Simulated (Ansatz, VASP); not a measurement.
**One calculation of Sn, two programs**

```
Sn
1.0
    -2.89942    2.90080    1.55817
     2.90080   -2.89942    1.55817
     2.89858    2.89858   -1.55564
Sn
2
Direct
  0.00002 0.99998 0.00000
  0.74998 0.25002 0.50000
```

Alike in both runs: task single point; functional LDA; k mesh 11 × 11 × 8; occupations fermi-dirac, width 0.1 eV; no spin polarisation.

|  | VASP | Ansatz |
| --- | --- | --- |
| version | VASP 6.6.1 | Ansatz 0.2.0 |
| potentials or method | VASP PAW LDA potentials, release 64 (Sn_d), cutoff 520 eV | plane waves (500 eV) with PAW, scalar-relativistic |
| valence electrons in the cell | 28 | 28 |

```tsv
	VASP	Ansatz	Ansatz less VASP
pressure (GPa)	0.0	0.0	-0.04
```

Ansatz warns that its potentials were made for another functional, while VASP's fit it. LDA's correlation is that of Perdew and Zunger in VASP and of Perdew and Wang (1992) in Ansatz.
